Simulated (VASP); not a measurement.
Runs of VASP 6.6.1 on AlCo. The structure is that of space group Pm-3m (No. 221), or close to it. The cells are those of the table. 

| cell | k mesh | smearing | gap on the mesh (eV) | pressure (GPa) |
| --- | --- | --- | --- | --- |
| a = 2.823 Å, 2 atoms | 24 × 24 × 24 | gaussian 0.15 eV | none | 0.1 |
| a = 2.907, b = 2.907, c = 2.764 Å, 2 atoms | 18 × 18 × 18 | gaussian 0.1 eV | none | (a) |
| a = 2.907, b = 2.907, c = 2.772 Å, 2 atoms | 18 × 18 × 18 | gaussian 0.1 eV | none | -6.9 |
| a = 2.823 Å, 2 atoms | 22 × 22 × 22 | gaussian 0.15 eV | none | 0.1 |

Alike in all rows: task single point; level PBEsol; potentials or basis VASP PAW PBE potentials, release 64 (Al, Co); no spin polarisation; cutoff (eV) 520.

Estimate the missing entries.

(a) -6.5.

Caveats: the PAW data sets were made with another functional, which shifts forces and pressure a little; the run has no spin polarisation, though such a crystal can be magnetic; the cell stands under tension (at least some runs).

A gap of «none» marks levels without a gap at the run's occupations.
